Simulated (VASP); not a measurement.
TiTe2, 3 atoms in the cell. Symmetry: Fm-3m, No. 225, cubic system. The conventional cell has a = 6.939 Å, b = 6.939 Å, c = 6.939 Å, α = 90.00°, β = 90.00°, γ = 90.00°. Ti (site symmetry m-3m) has 8 Te at 3.00 Å within 4.0 Å. Te (site symmetry -43m) has 4 Ti at 3.00 Å and 6 Te at 3.47 Å within 4.0 Å.  This cell differs from its parent crystal: volume changed by +3%.

```yaml
Program: VASP 6.6.1
Task: single point
Functional: PBE
Potentials_or_basis: VASP PAW PBE potentials, release 64 (Ti_sv, Te)
Cutoff: 520 eV
k_mesh: 6 × 6 × 6
Occupations: fermi-dirac, width 0.02 eV
Spin: no spin polarisation
Dipole_correction: no
Further_INCAR_settings: ALGO = Normal; EDIFF = 1e-07; NBANDS = 19
```

Potentials or basis: VASP PAW PBE potentials, release 64 (Ti_sv, Te).

Run with:

```sh
$ cat potpaw_PBE.64/Ti_sv/POTCAR potpaw_PBE.64/Te/POTCAR > POTCAR
$ mpirun -np 1 vasp_std > vasp.out
```

Hardware: 1 thread of Intel(R) Xeon(R) Platinum 8259CL CPU @ 2.50GHz (Skylake/Cascade Lake) (shared host).

Q: Estimate the wall time of this run.

A: Run time: 49 s on 1 thread of Intel(R) Xeon(R) Platinum 8259CL CPU @ 2.50GHz (Skylake/Cascade Lake) (shared host), peak memory 0.2 GiB. Counts: scf iterations 19, k points 16.
